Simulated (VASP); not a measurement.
Li:

```
Li
1.0
     1.51816   -2.66078   -0.01318
    -4.49108   -2.62417   -0.05832
    -0.07400   -0.09261   -9.98525
Li
8
Direct
  0.50077 0.52338 0.49854
  0.00935 0.00852 0.50798
  0.02346 0.65150 0.74891
  0.48954 0.16780 0.74756
  0.48055 0.82658 0.25318
  0.01037 0.33168 0.25039
  0.49035 0.50172 0.00033
  0.99562 0.98882 0.99312
```

- Program: VASP 6.6.1
- Task: relaxation of cell and atoms
- Functional: PBE
- Potentials or basis: VASP PAW PBE potentials, release 64 (Li_sv)
- Cutoff: 600 eV
- k mesh: 8 × 4 × 2
- Occupations: gaussian, width 0.2 eV
- Spin: no spin polarisation

At the start: pressure 0.2 GPa; volume 19.88 Å³/atom.

**Question.** Where does the relaxation end?

**Answer.** Over 10 steps the energy falls by 4.4 meV/atom and the volume is 20.09 Å³/atom (+1.0 %); space group P1 (No. 1, to 0.1 Å) before, Cm (No. 8, to 0.1 Å).

The path:
```csv
step,energy change (eV),largest force (eV/Å),pressure (GPa),volume (Å³)
1,0.0000,0.1404,0.19,159.08
2,-0.0060,0.1243,0.14,159.63
3,-0.0191,0.0784,-0.02,161.29
4,-0.0249,0.0607,-0.30,164.63
5,-0.0259,0.0538,-0.22,163.68
6,-0.0290,0.0492,-0.13,162.36
7,-0.0299,0.0517,0.20,158.42
8,-0.0311,0.0467,0.07,160.07
9,-0.0325,0.0353,0.02,160.23
10,-0.0349,0.0246,0.01,160.70
```

Final structure:
```
Li
1.0
     1.56518   -2.70269    0.00264
    -4.47933   -2.57806   -0.13223
    -0.22012   -0.11887   -9.96223
Li
8
Cartesian
  -1.5952 -2.7475 -5.0425
  -0.1480 -0.0824 -4.9825
  -3.1180 -1.8065 -7.5601
  -0.1026 -1.8696 -7.4971
  -3.0208 -3.5180 -2.5903
  0.0093 -3.5827 -2.5286
  -1.4364 -2.6267 -0.0726
  -2.9053 -5.2463 -0.1313
```

Caveat: the cutoff is under 1.25 times the usual one of these potentials, so pressure, stress and relaxed cells hold a basis-set (Pulay) error.
